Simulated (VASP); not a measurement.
**AlN: relaxation of cell and atoms with LDA**

Crystal: AlN.

```xyz
4
Lattice="3.3121 0.0000 0.0000 -1.6561 2.8684 0.0000 0.0000 0.0000 4.1876" Properties=species:S:1:pos:R:3 pbc="T T T"
Al    0.0000    1.9123    3.1407
Al    1.6561    0.9561    1.0469
N     0.0000    1.9123    1.0469
N     1.6561    0.9561    3.1407
```

```yaml
Program: VASP 6.6.1
Task: relaxation of cell and atoms
Functional: LDA
Potentials_or_basis: VASP PAW LDA potentials, release 64 (Al, N)
Cutoff: 600 eV
k_mesh: 6 × 6 × 4
Occupations: gaussian, width 0.01 eV
Spin: no spin polarisation
Target_pressure: 8 GPa
Dipole_correction: no
Further_INCAR_settings: ALGO = Normal; EDIFF = 1e-07; IBRION = 2; EDIFFG = -0.01; NSW = 80; ISIF = 3
```

```
Relaxed volume                                         : 9.23 Å³/atom
Relaxed cell                                           : a = 3.247 Å, b = 3.247 Å, c = 4.045 Å, α = 90.00°, β = 90.00°, γ = 120.00°
Space group after relaxing (to 0.05 Å)                 : P6_3/mmc (No. 194)
Energy change on relaxing (the enthalpy is what falls) : -3.2 meV/atom
Ionic steps                                            : 8
Pressure after relaxing                                : 8.0 GPa
Band gap on the k mesh                                 : 3.87 eV, direct
```

Step by step:
```tsv
step	energy change (eV)	largest force (eV/Å)	pressure (GPa)	volume (Å³)
1	0.0000	0.0000	-8.28	39.78
2	0.3114	0.0000	31.04	34.24
3	-0.0130	0.0000	7.75	37.03
4	-0.0103	0.0000	8.12	36.98
5	-0.0118	0.0000	8.17	36.93
6	-0.0111	0.0000	8.22	36.91
7	-0.0144	0.0000	7.75	36.97
8	-0.0127	0.0000	8.00	36.94
```

Final structure:
```cif
data_structure
_symmetry_space_group_name_H-M 'P 1'
_symmetry_Int_Tables_number 1
_cell_length_a 3.2474
_cell_length_b 3.2474
_cell_length_c 4.0447
_cell_angle_alpha 90.000
_cell_angle_beta 90.000
_cell_angle_gamma 120.000
_cell_volume 36.94
loop_
_atom_site_label
_atom_site_type_symbol
_atom_site_fract_x
_atom_site_fract_y
_atom_site_fract_z
_atom_site_occupancy
Al1 Al 0.33333 0.66667 0.75000 1
Al2 Al 0.66667 0.33333 0.25000 1
N1 N 0.33333 0.66667 0.25000 1
N2 N 0.66667 0.33333 0.75000 1
```

Levels at points of the mesh, in eV from the valence-band top:
| k point | band 5 | band 6 | band 7 | band 8 | band 9 | band 10 | band 11 | band 12 |
| --- | --- | --- | --- | --- | --- | --- | --- | --- |
| (0.00, 0.00, 0.00) | -3.49 | -1.67 | -1.67 | 0.00 | 3.87 | 4.85 | 8.42 | 8.42 |
| (0.50, 0.00, 0.00) | -4.77 | -4.29 | -3.12 | -1.40 | 3.93 | 7.32 | 7.84 | 9.21 |
| (0.00, 0.00, 0.50) | -2.62 | -2.62 | -2.62 | -2.62 | 6.07 | 6.07 | 8.54 | 8.54 |
| (0.50, 0.00, 0.50) | -3.42 | -3.42 | -1.83 | -1.83 | 5.27 | 5.27 | 9.98 | 9.98 |

Wall time 41 s on 1 thread of Intel Xeon 6975P-C (shared host), peak memory 0.15 GiB.

Caveat: the cell is relaxed towards a set pressure, so the enthalpy falls and the energy may rise. A k mesh can miss the band edges.
